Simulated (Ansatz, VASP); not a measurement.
# One calculation of GaSbTe2S, two programs

```
CELL_PARAMETERS angstrom
3.96587 0.00000 0.00000
-1.98293 3.43454 0.00000
0.00000 0.00000 10.79148
ATOMIC_POSITIONS crystal
Ga 0.66667 0.33333 0.56787
Sb 0.00000 0.00000 0.98846
Te 0.33333 0.66667 0.80686
Te 0.66667 0.33333 0.16361
S 0.33333 0.66667 0.47320
```

Change from the starting cell: species swapped into the NaLiZnS2 type (P3m1, No. 156).

Alike in both runs: functional PBE; k mesh 6 × 6 × 2; occupations gaussian, width 0.1 eV; no spin polarisation.

Ansatz relaxed the structure, and its values are those at the end. VASP's run is a single point on that final structure, the one shown.

```csv
,VASP,Ansatz
version,VASP 6.6.1,Ansatz 0.2.0
potentials or method,"VASP PAW PBE potentials, release 64 (Ga_d, Sb, Te, S), cutoff 520 eV","scalar-relativistic, plane waves, PAW"
valence electrons in the cell,36,66
```

Ansatz gave:

```
gap on the k mesh at the Fermi level (eV) : none
pressure (GPa)                            : 0.1
rms of the force components (eV/Å)        : 0.003
```

**Question.** Which values does VASP return?

**Answer.** gap on the k mesh at the Fermi level (eV): none; pressure (GPa): 0.1; rms of the force components (eV/Å): 0.006.

A gap of «none» marks a metal or a gap that the smearing closes. VASP's potentials hold 36 valence electrons a cell and Ansatz's 66, so a difference there can come from the potentials and not from the codes.

Neither program's run includes spin-orbit coupling.
